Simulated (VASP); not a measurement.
# Li2BeS3 (P-3m1) in VASP: a series of runs, part 2 of 2

VASP 6.6.1. The steps go on from the part before.

### Step 5. Single point, PBE

This run uses another cell than the first one, of 14.34 Å³/atom, 1.002 times its volume.

Input file INCAR:

```
SYSTEM = Li2BeS3
PREC = Accurate
ENCUT = 520
EDIFF = 1E-6
ISMEAR = 0
SIGMA = 0.1
LREAL = .False.
LASPH = .True.
NELM = 100
ALGO = Normal
ISIF = 2
LWAVE = .False.
LCHARG = .False.
GGA = PE
NBANDS = 22
```

Input file KPOINTS:

```
regular mesh
0
Gamma
  6 6 2
  0 0 0
```

Input file POSCAR:

```
Li2BeS3
1.0
    3.1932473408      0.0000000000      0.0000000000
   -1.5966236704      2.7654333177      0.0000000000
    0.0000000000      0.0000000000      9.7432112802
Li Be S
2 1 3
Direct
    0.3333333333      0.6666666667      0.6776290310
    0.6666666667      0.3333333333      0.3223709690
    0.0000000000      0.0000000000      0.0000000000
    0.0000000000      0.0000000000      0.5000000000
    0.3333333333      0.6666666667      0.1355013972
    0.6666666667      0.3333333333      0.8644986028
```

Potentials or basis: VASP PAW PBE potentials, release 64 (Li_sv, Be, S).

The run is started by

```bash
cat potpaw_PBE.64/Li_sv/POTCAR potpaw_PBE.64/Be/POTCAR potpaw_PBE.64/S/POTCAR > POTCAR
mpirun -np 1 vasp_std > vasp.out
```

OUTCAR:

```text
SYSTEM = Li2BeS3
   PREC = Accurate
   ENCUT = 520
   EDIFF = 1E-6
   ISMEAR = 0
   LREAL = .False.
   LASPH = .True.
   NELM = 100
   ISIF = 2
   GGA = PE

 ion  position               nearest neighbor table
   1  0.333  0.667  0.678-   4 2.53   4 2.53   4 2.53   6 2.59   6 2.59   6 2.59
   2  0.667  0.333  0.322-   4 2.53   4 2.53   4 2.53   5 2.59   5 2.59   5 2.59
   3  0.000  0.000  0.000-   5 2.27   6 2.27   6 2.27   5 2.27   6 2.27   5 2.27
   4  0.000  0.000  0.500-   1 2.53   2 2.53   2 2.53   1 2.53   2 2.53   1 2.53
   5  0.333  0.667  0.136-   3 2.27   3 2.27   3 2.27   2 2.59   2 2.59   2 2.59
   6  0.667  0.333  0.864-   3 2.27   3 2.27   3 2.27   1 2.59   1 2.59   1 2.59

  LATTYP: Found a hexagonal cell.
 ALAT       =     3.1932473408
 C/A-ratio  =     3.0511921691

  Lattice vectors:

 A1 = (   3.1932473408,   0.0000000000,   0.0000000000)
 A2 = (  -1.5966236704,   2.7654333177,   0.0000000000)
 A3 = (   0.0000000000,   0.0000000000,   9.7432112802)

Analysis of symmetry for initial positions (statically):
=====================================================================
 Subroutine PRICEL returns:
 Original cell was already a primitive cell.

[... 171 lines left out ...]
 fundamental gap:      0.1374280275
 Fermi energy:         4.0765529052

 k-point     1 :       0.0000    0.0000    0.0000
  band No.  band energies     occupation
      1     -40.8016      2.00000
      2     -40.8009      2.00000
      3      -9.9585      2.00000
      4      -8.6379      2.00000
      5      -8.6000      2.00000
      6      -0.8598      2.00000
[... 339 lines left out ...]
     21      14.1002      0.00000
     22      14.5070      0.00000

------------------------ aborting loop because EDIFF is reached ----------------------------------------

  FORCE on cell =-STRESS in cart. coord.  units (eV):
  Direction    XX          YY          ZZ          XY          YZ          ZX
  --------------------------------------------------------------------------------------
  -------------------------------------------------------------------------------------
  Total       -0.0581739     -0.0581739      0.0400180     -0.0000000      0.0000000      0.0000000
  in kB       -1.0832807     -1.0832807      0.7451917     -0.0000000      0.0000000      0.0000000
  external PRESSURE =      -0.4737899 kB  Pullay stress =       0.0000000 kB

 VOLUME and BASIS-vectors are now :
 -----------------------------------------------------------------------------
  energy-cutoff  :      520.00
  volume of cell :       86.04
      direct lattice vectors                 reciprocal lattice vectors
     3.193247341  0.000000000  0.000000000     0.313160834  0.180803492  0.000000000
    -1.596623670  2.765433318  0.000000000     0.000000000  0.361606983  0.000000000
     0.000000000  0.000000000  9.743211280     0.000000000  0.000000000  0.102635566

 POSITION                                       TOTAL-FORCE (eV/Angst)
 -----------------------------------------------------------------------------------
     -0.00000      1.84362      6.60228        -0.000000     -0.000000      0.005197
      1.59662      0.92181      3.14093         0.000000      0.000000     -0.005197
      0.00000      0.00000      0.00000         0.000000      0.000000      0.000000
      0.00000      0.00000      4.87161         0.000000      0.000000      0.000000
     -0.00000      1.84362      1.32022         0.000000      0.000000      0.000496
      1.59662      0.92181      8.42299         0.000000     -0.000000     -0.000496
 -----------------------------------------------------------------------------------
    total drift:                                0.000000     -0.000000      0.000000

  FREE ENERGIE OF THE ION-ELECTRON SYSTEM (eV)
  ---------------------------------------------------
  free  energy   TOTEN  =       -23.8862657689 eV

  energy  without entropy=      -23.8764935862  energy(sigma->0) =      -23.88137968
```

OSZICAR:

```text
N       E                     dE             d eps       ncg     rms          rms(c)
DAV:   1     0.132056482812E+03    0.13206E+03   -0.11294E+04   616   0.113E+03
DAV:   2    -0.974287870162E+01   -0.14180E+03   -0.13670E+03   824   0.238E+02
DAV:   3    -0.233515322039E+02   -0.13609E+02   -0.13522E+02  1048   0.601E+01
DAV:   4    -0.240007045158E+02   -0.64917E+00   -0.64582E+00   928   0.135E+01
DAV:   5    -0.240322914542E+02   -0.31587E-01   -0.31584E-01   918   0.245E+00    0.890E+00
DAV:   6    -0.240449873014E+02   -0.12696E-01   -0.35122E+00   888   0.341E+00    0.602E+00
DAV:   7    -0.239664583943E+02    0.78529E-01   -0.43455E+00   842   0.317E+00    0.464E+00
DAV:   8    -0.238900336631E+02    0.76425E-01   -0.41162E-01   822   0.232E+00    0.463E-01
DAV:   9    -0.238862841326E+02    0.37495E-02   -0.34195E-02   772   0.956E-01    0.239E-01
DAV:  10    -0.238861961269E+02    0.88006E-04   -0.28994E-03   862   0.262E-01    0.122E-01
DAV:  11    -0.238861810106E+02    0.15116E-04   -0.21444E-04   820   0.734E-02    0.583E-02
DAV:  12    -0.238862532483E+02   -0.72238E-04   -0.12725E-04   786   0.609E-02    0.304E-02
DAV:  13    -0.238862651199E+02   -0.11872E-04   -0.20134E-05   862   0.251E-02    0.168E-02
DAV:  14    -0.238862657689E+02   -0.64904E-06   -0.15236E-06   672   0.707E-03
   1 F= -.23886266E+02 E0= -.23881380E+02  d E =-.977218E-02
```

stdout:

```text
POSCAR found type information on POSCAR LiBeS
 POSCAR found :  3 types and       6 ions
 scaLAPACK will be used
 LDA part: xc-table for (Slater+PW92), standard interpolation
 POSCAR, INCAR and KPOINTS ok, starting setup
 FFT: planning ... GRIDC
 FFT: planning ... GRID_SOFT
 FFT: planning ... GRID
 WAVECAR not read
 entering main loop
```

Run time: 48 s. Hardware: 1 thread of AMD EPYC 7R43 (Zen 3), shared host; peak memory 0.16 GiB.

Results:

```
Free energy            : -23.8863 eV
Largest force          : 0.005 eV/Å
Band gap on the k mesh : zero (band 13 reaches 5.46 eV, above the bottom of band 14 at 2.84 eV)
```

Forces on the atoms (eV/Å):
```
Li   0.000  0.000  0.005
Li   0.000  0.000 -0.005
Be   0.000  0.000  0.000
S    0.000  0.000  0.000
S    0.000  0.000  0.000
S    0.000  0.000  0.000
```

Caveat: the k points lie up to 0.38 Å⁻¹ apart; the cutoff is under 1.25 times the usual one of these potentials, so pressure, stress and relaxed cells hold a basis-set (Pulay) error.

### Step 6. Relaxation of cell and atoms, PBE

This run uses another cell than the first one, of 14.07 Å³/atom, 0.983 times its volume.

Input file INCAR:

```
SYSTEM = Li2BeS3
ALGO = Normal
EDIFF = 1E-6
EDIFFG = -0.04
ENCUT = 600
GGA = PE
IBRION = 2
ISIF = 3
ISMEAR = 0
LASPH = .True.
LCHARG = .False.
LREAL = .False.
LWAVE = .False.
NELM = 100
NSW = 90
PREC = Accurate
SIGMA = 0.1
```

Input file KPOINTS:

```
k-points
0
Gamma
  6 6 2
  0 0 0
```

Input file POSCAR:

```
Li2BeS3
1.0
    3.4139115400      0.0000000000      0.0000000000
   -1.7069557700      2.9565341200      0.0000000000
    0.0000000000      0.0000000000      8.3623413000
Li Be S
2 1 3
Direct
    0.3333333300      0.6666666700      0.6666666700
    0.6666666700      0.3333333300      0.3333333300
    0.0000000000      0.0000000000      0.0000000000
    0.0000000000      0.0000000000      0.5000000000
    0.3333333300      0.6666666700      0.1666666700
    0.6666666700      0.3333333300      0.8333333300
```

Potentials or basis: VASP PAW PBE potentials, release 64 (Li_sv, Be, S).

The run is started by

```bash
cat potpaw_PBE.64/Li_sv/POTCAR potpaw_PBE.64/Be/POTCAR potpaw_PBE.64/S/POTCAR > POTCAR
mpirun -np 1 vasp_std > vasp.out
```

It took 7.8 min on 1 thread of AMD EPYC 7R43 (Zen 3), shared host; peak memory 0.19 GiB.

It converged, with:

```yaml
Free_energy: -23.8827 eV
Relaxed_volume: 14.32 Å³/atom
Relaxed_cell: a = 3.197 Å, b = 3.197 Å, c = 9.704 Å, α = 90.00°, β = 90.00°, γ = 120.00°
Space_group_after_relaxing_to_0.05_Å: P-3m1 (No. 164)
Energy_gained_by_relaxing: 128.5 meV/atom
Ionic_steps: 16
Pressure_after_relaxing: 0.0 GPa
Largest_force_after_relaxing: 0.022 eV/Å
Band_gap_on_the_k_mesh: zero (band 13 reaches 5.45 eV, above the bottom of band 14 at 2.85 eV)
```

Forces on the atoms (eV/Å):
```
Li   0.000  0.000  0.022
Li   0.000  0.000 -0.022
Be   0.000  0.000  0.000
S    0.000  0.000  0.000
S    0.000  0.000  0.003
S    0.000  0.000 -0.003
```

Stress tensor (GPa, compression positive):
```
-0.17  0.00  0.00
 0.00 -0.17  0.00
 0.00  0.00  0.36
```

Step by step:
```csv
step,energy change (eV),largest force (eV/Å),pressure (GPa),volume (Å³)
1,0.0000,1.5815,-0.33,84.40
2,-0.2184,1.0343,0.27,84.04
3,-0.3799,0.1137,2.05,83.47
4,-0.3832,0.1309,2.46,83.37
5,-0.4878,0.2807,0.27,86.69
6,-0.5449,0.4812,-2.36,91.91
7,-0.6465,0.4013,-2.56,91.77
8,-0.6318,0.1583,-2.47,90.95
9,-0.6869,0.2541,-2.62,91.50
10,-0.7323,0.2948,-0.93,88.37
11,-0.7440,0.3241,0.60,85.95
12,-0.7587,0.1782,0.33,85.77
13,-0.7630,0.1279,0.13,85.61
14,-0.7665,0.1006,0.03,85.76
15,-0.7691,0.0440,-0.13,86.08
16,-0.7708,0.0224,0.00,85.90
```

Final structure:
```
Li Be S
1.0
     3.19711    0.00000    0.00000
    -1.59855    2.76877    0.00000
     0.00000    0.00000    9.70422
Li Be S
2 1 3
Cartesian
  0.0000 1.8459 6.5676
  1.5986 0.9229 3.1366
  -1.5986 2.7688 0.0000
  -1.5986 2.7688 4.8521
  0.0000 1.8459 1.3179
  1.5986 0.9229 8.3863
```

Levels at points of the mesh, in eV from the Fermi level:
```csv
k point,band 9,band 10,band 11,band 12,band 13,band 14,band 15,band 16
"(0.00, 0.00, 0.00)",0.73,0.73,0.78,0.78,1.37,1.37,5.30,6.43
"(0.50, 0.00, 0.00)",-2.52,-1.63,-1.61,-1.27,0.01,0.06,3.94,5.26
"(0.00, 0.00, 0.50)",0.73,0.73,0.78,0.78,1.37,1.37,6.41,6.58
"(0.50, 0.00, 0.50)",-2.57,-2.14,-1.60,-0.59,-0.15,0.22,4.06,4.34
```

Caveat: the k points lie up to 0.38 Å⁻¹ apart in the final cell; the cutoff is under 1.25 times the usual one of these potentials, so pressure, stress and relaxed cells hold a basis-set (Pulay) error.

### Step 7. Overview

| task | cell | k mesh | cutoff (eV) | gap on the mesh (eV) | pressure (GPa) | relaxed volume (Å³/atom) | largest force (eV/Å) |
| --- | --- | --- | --- | --- | --- | --- | --- |
| single point | a = 3.181, b = 3.181, c = 9.796 Å, angles 90.0, 90.0, 120.0°, 6 atoms | 15 × 15 × 4 | 520 | none | - | - | 0.01 |
| relaxation of cell and atoms | relaxed from a = 3.193, b = 3.193, c = 9.743 Å, angles 90.0, 90.0, 120.0°, 6 atoms | 15 × 15 × 4 | 600 | none | 0.0 | 14.30 | 0.01 |
| single point | a = 3.414, b = 3.414, c = 8.362 Å, angles 90.0, 90.0, 120.0°, 6 atoms | 6 × 6 × 2 | 520 | none | - | - | 1.58 |
| single point | a = 3.193, b = 3.193, c = 9.743 Å, angles 90.0, 90.0, 120.0°, 6 atoms | 6 × 6 × 2 | 520 | none | - | - | 0.01 |
| relaxation of cell and atoms | relaxed from a = 3.414, b = 3.414, c = 8.362 Å, angles 90.0, 90.0, 120.0°, 6 atoms | 6 × 6 × 2 | 600 | none | 0.0 | 14.32 | 0.02 |

Alike in all rows: level PBE; potentials or basis VASP PAW PBE potentials, release 64 (Li_sv, Be, S); no spin polarisation; smearing gaussian 0.1 eV.

Caveats: some runs use coarse meshes; the cutoff is under 1.25 times the usual one of these potentials, so pressure, stress and relaxed cells hold a basis-set (Pulay) error; forces of over 1 eV/Å act on the atoms, so gaps and moduli don't describe the material at rest (some runs).

Total energies depend on the potentials used, so only differences within one code and one set of settings carry meaning.
